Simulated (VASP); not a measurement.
# Hf (P6_3/mmc) in VASP: a series of runs

The runs below take Hf through single point, with revPBE.

All numbers are computed with VASP 6.6.1; they aren't measurements. Logs are shortened: lines on timing, memory, paths and dates and some standing lists are left out, and cuts for length are marked.

**1. The cell of the first run**

Symmetry: P6_3/mmc, No. 194, hexagonal system. The conventional cell has a = 3.137 Å, b = 3.137 Å, c = 4.966 Å, α = 90.00°, β = 90.00°, γ = 120.00°. Within 4.0 Å of Hf (site symmetry -6m2) lie 12 Hf at 3.07 to 3.14 Å.

**2. Single point, revPBE (21.16 Å³/atom)**

INCAR reads:

```
SYSTEM = Hf
ALGO = Normal
EDIFF = 1E-6
ENCUT = 520
GGA = RE
ISIF = 2
ISMEAR = -1
LASPH = .TRUE.
LCHARG = .FALSE.
LREAL = .FALSE.
LWAVE = .FALSE.
NBANDS = 17
NELM = 80
PREC = Accurate
SIGMA = 0.1
```

KPOINTS reads:

```
k-points
0
G
  18 18 10
  0 0 0
```

POSCAR reads:

```
Hf
1.0
    3.1368675462      0.0000000000      0.0000000000
   -1.5684337731      2.7166069833      0.0000000000
    0.0000000000      0.0000000000      4.9657187507
Hf
2
Direct
    0.3333333333      0.6666666667      0.2500000000
    0.6666666667      0.3333333333      0.7500000000
```

Potentials or basis: VASP PAW PBE potentials, release 64 (Hf_pv).

On the command line:

```sh
$ cat potpaw_PBE.64/Hf_pv/POTCAR > POTCAR
$ mpirun -np 1 vasp_std > vasp.out
```

OUTCAR:

```text
SYSTEM = Hf
   EDIFF = 1E-6
   ENCUT = 520
   GGA = RE
   ISIF = 2
   ISMEAR = -1
   LASPH = .TRUE.
   LREAL = .FALSE.
   NELM = 80
   PREC = Accurate

 ion  position               nearest neighbor table
   1  0.333  0.667  0.250-   2 3.07   2 3.07   2 3.07   2 3.07   2 3.07   2 3.07
   2  0.667  0.333  0.750-   1 3.07   1 3.07   1 3.07   1 3.07   1 3.07   1 3.07

  LATTYP: Found a hexagonal cell.
 ALAT       =     3.1368675462
 C/A-ratio  =     1.5830183065

  Lattice vectors:

 A1 = (   3.1368675462,   0.0000000000,   0.0000000000)
 A2 = (  -1.5684337731,   2.7166069833,   0.0000000000)
 A3 = (   0.0000000000,   0.0000000000,   4.9657187507)

Analysis of symmetry for initial positions (statically):
=====================================================================
 Subroutine PRICEL returns:
 Original cell was already a primitive cell.

 Routine SETGRP: Setting up the symmetry group for a
 hexagonal supercell.

 Subroutine GETGRP returns: Found 24 space group operations
 (whereof 12 operations were pure point group operations)
 out of a pool of 24 trial point group operations.

The static configuration has the point symmetry D_3d.
 The point group associated with its full space group is D_6h.

Analysis of symmetry for dynamics (positions and initial velocities):
=====================================================================
 Subroutine PRICEL returns:
 Original cell was already a primitive cell.

 Routine SETGRP: Setting up the symmetry group for a
 hexagonal supercell.

 Subroutine GETGRP returns: Found 24 space group operations
 (whereof 12 operations were pure point group operations)
 out of a pool of 24 trial point group operations.

The dynamic configuration has the point symmetry D_3d.
 The point group associated with its full space group is D_6h.

 Subroutine INISYM returns: Found 24 space group operations
 (whereof 12 operations are pure point group operations),
 and found     1 'primitive' translations

----------------------------------------------------------------------------------------

                                     Primitive cell

  volume of cell :      42.3160

  direct lattice vectors                    reciprocal lattice vectors
     3.136867546  0.000000000  0.000000000     0.318789361  0.184053123  0.000000000
    -1.568433773  2.716606983  0.000000000     0.000000000  0.368106247  0.000000000
     0.000000000  0.000000000  4.965718751     0.000000000  0.000000000  0.201380717

  length of vectors
     3.136867546  3.136867546  4.965718751     0.368106247  0.368106247  0.201380717

  position of ions in fractional coordinates (direct lattice)
     0.333333333  0.666666667  0.250000000
     0.666666667  0.333333333  0.750000000

  ion indices of the primitive-cell ions
   primitive index   ion index
                 1           1
                 2           2

----------------------------------------------------------------------------------------

 KPOINTS: k-points

Automatic generation of k-mesh.
 Grid dimensions read from file:
 generate k-points for:   18   18   10

 Generating k-lattice:

  Cartesian coordinates                     Fractional coordinates (reciprocal lattice)
     0.017710520  0.010225174  0.000000000     0.055555556  0.000000000  0.000000000
     0.000000000  0.020450347  0.000000000     0.000000000  0.055555556  0.000000000
     0.000000000  0.000000000  0.020138072     0.000000000  0.000000000  0.100000000

  Length of vectors
     0.020450347  0.020450347  0.020138072

  Shift w.r.t. Gamma in fractional coordinates (k-lattice)
     0.000000000  0.000000000  0.000000000

 Subroutine IBZKPT returns following result:
 ===========================================

 Found    222 irreducible k-points:

 Following reciprocal coordinates:
            Coordinates               Weight
  0.000000  0.000000  0.000000      1.000000
  0.055556  0.000000  0.000000      6.000000
  0.111111  0.000000  0.000000      6.000000
  0.166667  0.000000  0.000000      6.000000
  0.222222  0.000000  0.000000      6.000000
  0.277778  0.000000  0.000000      6.000000
[... 16 lines left out ...]
  0.333333  0.111111  0.000000     12.000000
  0.388889  0.111111  0.000000     12.000000
 [... further k-points ...]
   k-points           NKPTS =    222   k-points in BZ     NKDIM =    222   number of bands    NBANDS=     17
   number of dos      NEDOS =    301   number of ions     NIONS =      2
   total plane-waves  NPLWV =  23040
   dimension x,y,z NGX =    24 NGY =   24 NGZ =   40
   dimension x,y,z NGXF=    48 NGYF=   48 NGZF=   80
   ions per type =               2
   NGX,Y,Z   is equivalent  to a cutoff of  12.72, 12.72, 13.39 a.u.
   NGXF,Y,Z  is equivalent  to a cutoff of  25.44, 25.44, 26.78 a.u.
 SYSTEM =  Hf
   PREC   = accura    normal or accurate (medium, high low for compatibility)
   ISTART =      0    job   : 0-new  1-cont  2-samecut
   ICHARG =      2    charge: 1-file 2-atom 10-const
   ISPIN  =      1    spin polarized calculation?
   LNONCOLLINEAR =      F non collinear calculations
   LSORBIT =      F    spin-orbit coupling
   LASPH  =      T    aspherical Exc in radial PAW
   ENCUT  =  520.0 eV  38.22 Ry    6.18 a.u.   5.83  5.83  9.23*2*pi/ulx,y,z
   NELM   =     80;   NELMIN=  2; NELMDL= -5     # of ELM steps
   EDIFF  = 0.1E-05   stopping-criterion for ELM
   LREAL  =      F    real-space projection
   EDIFFG = 0.1E-04   stopping-criterion for IOM
   NSW    =      0    number of steps for IOM
   IBRION =     -1    ionic relax: 0-MD 1-quasi-New 2-CG
   NFREE  =      0    steps in history (QN), initial steepest desc. (CG)
   ISIF   =      2    stress and relaxation
   ISYM   =      2    0-nonsym 1-usesym 2-fastsym
   POTIM  = 0.5000    time-step for ionic-motion
   TEBEG  =    0.0;   TEEND  =   0.0 temperature during run
   PSTRESS=    0.0 pullay stress
   NELECT =      20.0000    total number of electrons
   NUPDOWN=      -1.0000    fix difference up-down
   EMIN   =  10.00;   EMAX   =-10.00  energy-range for DOS
   EFERMI =   0.00;   METHOD = LEGACY
   ISMEAR =    -1;   SIGMA  =   0.10  broadening in eV -4-tet -1-fermi 0-gaus
   EFERMI_NEDOS =   21; number of points for ismear=-14 and -15
   IALGO  =     38    algorithm
   IMIX   =      4    mixing-type and parameters
     AMIX     =   0.40;   BMIX     =  1.00
     AMIX_MAG =   1.60;   BMIX_MAG =  1.00
  volume/ion in A,a.u.               =      21.16       142.78
  Fermi-wavevector in a.u.,A,eV,Ry     =   1.275214  2.409805 22.125402  1.626171
  Thomas-Fermi vector in A             =   2.407939
   LORBIT       =      0    0 simple, 1 ext, 2 COOP (PROOUT), +10 PAW based schemes
   GGA     = RE    functional components
   LHFCALC =     F    Hartree Fock is set to
   AEXX    =    0.0000 exact exchange contribution
   IVDW    =     0    specifies the selected vdW correction
   LEPSILON=     F    determine dielectric tensor
   LRPA    =     F    only Hartree local field effects (RPA)
 non-spin polarized calculation
  energy-cutoff  :      520.00
  volume of cell :       42.32
 maximum number of plane-waves:      1158
 NGX is ok and might be reduce to    24
   NGX = 11   NGY = 11   NGZ = 19

 number of electron      19.9999995 magnetization

 Free energy of the ion-electron system (eV)
  ---------------------------------------------------
  ext. energy  EPLUGINS =         0.00000000
  ---------------------------------------------------
  free energy    TOTEN  =       -19.10545706 eV

  energy without entropy =      -19.05282966  energy(sigma->0) =      -19.07914336

 E-fermi :   5.3750     XC(G=0): -11.4950

 val. band max:        5.3678451212   @ k =   0.3889   0.2222   0.3000
 cond. band min:       5.3782738023   @ k =   0.2222   0.2222   0.5000
 fundamental gap:      0.0104286811
 Fermi energy:         5.3749509761

 k-point     1 :       0.0000    0.0000    0.0000
  band No.  band energies     occupation
      1     -25.6731      2.00000
      2     -24.7883      2.00000
      3     -24.7883      2.00000
      4     -24.6375      2.00000
      5     -24.6375      2.00000
      6     -24.6353      2.00000
[... 9 lines left out ...]
     16       8.1742      0.00000
     17      11.0456      0.00000

 k-point     2 :       0.0556    0.0000    0.0000
  band No.  band energies     occupation
      1     -25.6634      2.00000
      2     -24.8092      2.00000
      3     -24.7953      2.00000
      4     -24.6597      2.00000
      5     -24.6402      2.00000
      6     -24.6397      2.00000
[... 9 lines left out ...]
     16       8.0737      0.00000
     17      11.1301      0.00000

 k-point     3 :       0.1111    0.0000    0.0000
  band No.  band energies     occupation
      1     -25.6352      2.00000
      2     -24.8694      2.00000
      3     -24.8152      2.00000
      4     -24.7227      2.00000
      5     -24.6528      2.00000
      6     -24.6483      2.00000
[... 9 lines left out ...]
     16       7.8386      0.00000
     17      11.3389      0.00000

 k-point     4 :       0.1667    0.0000    0.0000
  band No.  band energies     occupation
      1     -25.5899      2.00000
      2     -24.9616      2.00000
      3     -24.8447      2.00000
      4     -24.8167      2.00000
      5     -24.6747      2.00000
      6     -24.6613      2.00000
[... 9 lines left out ...]
     16       8.2718      0.00000
     17      11.5909      0.00000
[... 343 lines left out ...]
      1     -25.3648      2.00000
      2     -25.2944      2.00000
      3     -25.1721      2.00000
      4     -24.9636      2.00000
      5     -24.8039      2.00000
      6     -24.7623      2.00000
[... 9 lines left out ...]
     16      10.9690      0.00000
     17      11.9314      0.00000

 k-point    23 :       0.3333    0.1111    0.0000
  band No.  band energies     occupation
      1     -25.3794      2.00000
      2     -25.2933      2.00000
      3     -25.2286      2.00000
      4     -25.0059      2.00000
      5     -24.8531      2.00000
      6     -24.7814      2.00000
[... 9 lines left out ...]
     16      11.8353      0.00000
     17      11.9919      0.00000

 k-point    24 :       0.3889    0.1111    0.0000
  band No.  band energies     occupation
      1     -25.4344      2.00000
      2     -25.2653      2.00000
      3     -25.2352      2.00000
      4     -25.0332      2.00000
      5     -24.8966      2.00000
      6     -24.7939      2.00000
[... 9 lines left out ...]
     16      12.0245      0.00000
     17      12.6026      0.00000

 [... further k-points ...]

------------------------ aborting loop because EDIFF is reached ----------------------------------------

  FORCE on cell =-STRESS in cart. coord.  units (eV):
  Direction    XX          YY          ZZ          XY          YZ          ZX
  --------------------------------------------------------------------------------------
  -------------------------------------------------------------------------------------
  Total        2.4428731      2.4428731      2.5076149     -0.0000000      0.0000000      0.0000000
  in kB       92.4924718     92.4924718     94.9437338     -0.0000000      0.0000000      0.0000000
  external PRESSURE =      93.3095591 kB  Pullay stress =       0.0000000 kB

 VOLUME and BASIS-vectors are now :
 -----------------------------------------------------------------------------
  energy-cutoff  :      520.00
  volume of cell :       42.32
      direct lattice vectors                 reciprocal lattice vectors
     3.136867546  0.000000000  0.000000000     0.318789361  0.184053123  0.000000000
    -1.568433773  2.716606983  0.000000000     0.000000000  0.368106247  0.000000000
     0.000000000  0.000000000  4.965718751     0.000000000  0.000000000  0.201380717

 POSITION                                       TOTAL-FORCE (eV/Angst)
 -----------------------------------------------------------------------------------
     -0.00000      1.81107      1.24143        -0.000000      0.000000      0.000000
      1.56843      0.90554      3.72429         0.000000     -0.000000      0.000000
 -----------------------------------------------------------------------------------
    total drift:                               -0.000000      0.000000     -0.000000

  FREE ENERGIE OF THE ION-ELECTRON SYSTEM (eV)
  ---------------------------------------------------
  free  energy   TOTEN  =       -19.1054570551 eV

  energy  without entropy=      -19.0528296578  energy(sigma->0) =      -19.07914336
```

Wall time 1.8 min (1 thread of AMD EPYC 7R43 (Zen 3), shared host); peak memory 0.23 GiB.

Results:

```yaml
Free_energy: -19.1055 eV
Pressure: 9.3 GPa
Band_gap_on_the_k_mesh: zero (bands 10 and 11 overlap by 1.61 eV)
```

Levels at points of the mesh, in eV from the Fermi level:
```tsv
k point	band 8	band 9	band 10	band 11	band 12	band 13
(0.00, 0.00, 0.00)	-3.87	0.83	1.22	1.22	1.52	2.11
(0.50, 0.00, 0.00)	-2.94	-2.39	-0.71	0.82	0.96	1.81
(0.00, 0.00, 0.50)	-5.48	0.15	0.15	1.11	1.11	1.11
(0.50, 0.00, 0.50)	-3.57	-1.07	-1.07	1.37	1.37	2.81
```

Caveat: the cell stands under pressure; the PAW data sets were made with another functional, which shifts forces and pressure a little; spin-orbit coupling is left out, which moves the levels of the heavy elements.

**3. Single point, revPBE (22.08 Å³/atom)**

This run uses another cell than the first one, of 22.08 Å³/atom.

INCAR reads:

```
PREC = Accurate ; ENCUT = 520
EDIFF = 1E-6 ; ISMEAR = -1
SIGMA = 0.1 ; LREAL = False
LASPH = True ; NELM = 100
ALGO = Normal ; ISIF = 2
LWAVE = False ; LCHARG = False
GGA = RE ; NBANDS = 17
```

KPOINTS reads:

```
regular mesh
0
Gamma
  18 18 10
```

POSCAR reads:

```
Hf
1.0
    3.1816859949      0.0000000000      0.0000000000
   -1.5908429975      2.7554208985      0.0000000000
    0.0000000000      0.0000000000      5.0366671756
Hf
2
Direct
    0.3333333333      0.6666666667      0.2500000000
    0.6666666667      0.3333333333      0.7500000000
```

Potentials or basis: VASP PAW PBE potentials, release 64 (Hf_pv).

On the command line:

```sh
$ cat potpaw_PBE.64/Hf_pv/POTCAR > POTCAR
$ mpirun -np 1 vasp_std > vasp.out
```

Wall time 1.9 min (1 thread of AMD EPYC 7R43 (Zen 3), shared host); peak memory 0.23 GiB.

The run converged. Its results:

```yaml
Free_energy: -19.1812 eV
Pressure: 4.0 GPa
Band_gap_on_the_k_mesh: zero (bands 10 and 11 overlap by 1.63 eV)
```

Levels at points of the mesh, in eV from the Fermi level:
| k point | band 6 | band 7 | band 8 | band 9 | band 10 | band 11 | band 12 | band 13 | band 14 | band 15 |
| --- | --- | --- | --- | --- | --- | --- | --- | --- | --- | --- |
| (0.00, 0.00, 0.00) | -30.17 | -7.41 | -3.73 | 0.67 | 1.21 | 1.21 | 1.49 | 2.05 | 2.05 | 2.71 |
| (0.50, 0.00, 0.00) | -30.26 | -3.36 | -2.78 | -2.25 | -0.78 | 0.83 | 0.90 | 1.73 | 6.01 | 6.53 |
| (0.00, 0.00, 0.50) | -30.24 | -5.42 | -5.42 | 0.16 | 0.16 | 1.11 | 1.11 | 1.11 | 1.11 | 4.90 |
| (0.50, 0.00, 0.50) | -30.37 | -3.43 | -3.43 | -0.99 | -0.99 | 1.22 | 1.22 | 2.71 | 2.71 | 6.21 |

Caveat: the cell stands under pressure; the PAW data sets were made with another functional, which shifts forces and pressure a little; spin-orbit coupling is left out, which moves the levels of the heavy elements.

**4. Single point, revPBE**

This run uses another cell than the first one, of 23.00 Å³/atom.

INCAR reads:

```
PREC     = Accurate       # precision mode
ENCUT    = 520            # plane-wave cutoff, eV
EDIFF    = 1E-6           # SCF threshold, eV
ISMEAR   = -1             # smearing method
SIGMA    = 0.1            # smearing width, eV
LREAL    = False          # projectors in reciprocal space
LASPH    = True           # aspherical terms in the spheres
NELM     = 80             # most SCF steps
ALGO     = Normal         # electronic algorithm
ISIF     = 2              # what is computed and relaxed
LWAVE    = False          # write WAVECAR
LCHARG   = False          # write CHGCAR
GGA      = RE             # functional
NBANDS   = 17             # bands
```

KPOINTS is that of step 3.

POSCAR reads:

```
Hf
1.0
    3.2252761513      0.0000000000      0.0000000000
   -1.6126380756      2.7931710812      0.0000000000
    0.0000000000      0.0000000000      5.1056711910
Hf
2
Direct
    0.3333333333      0.6666666667      0.2500000000
    0.6666666667      0.3333333333      0.7500000000
```

On the command line:

```sh
$ cat potpaw_PBE.64/Hf_pv/POTCAR > POTCAR
$ mpirun -np 1 vasp_std > vasp.out
```

It took 1.9 min on 1 thread of AMD EPYC 7R43 (Zen 3), shared host; peak memory 0.23 GiB.

Results (log left out):

* Free energy: -19.2006 eV
* Pressure: -0.5 GPa
* Band gap on the k mesh: zero (bands 10 and 11 overlap by 1.64 eV)

Stress tensor (GPa, compression positive):
```
-0.47  0.00  0.00
 0.00 -0.47  0.00
 0.00  0.00 -0.60
```

Levels at points of the mesh, in eV from the Fermi level:
| k point | band 8 | band 9 | band 10 | band 11 | band 12 | band 13 |
| --- | --- | --- | --- | --- | --- | --- |
| (0.00, 0.00, 0.00) | -3.61 | 0.53 | 1.20 | 1.20 | 1.46 | 1.99 |
| (0.50, 0.00, 0.00) | -2.63 | -2.13 | -0.85 | 0.83 | 0.85 | 1.65 |
| (0.00, 0.00, 0.50) | -5.35 | 0.17 | 0.17 | 1.10 | 1.10 | 1.10 |
| (0.50, 0.00, 0.50) | -3.30 | -0.93 | -0.93 | 1.09 | 1.09 | 2.62 |

Caveat: the PAW data sets were made with another functional, which shifts forces and pressure a little; spin-orbit coupling is left out, which moves the levels of the heavy elements.

(Continued in part 2 of 2.)
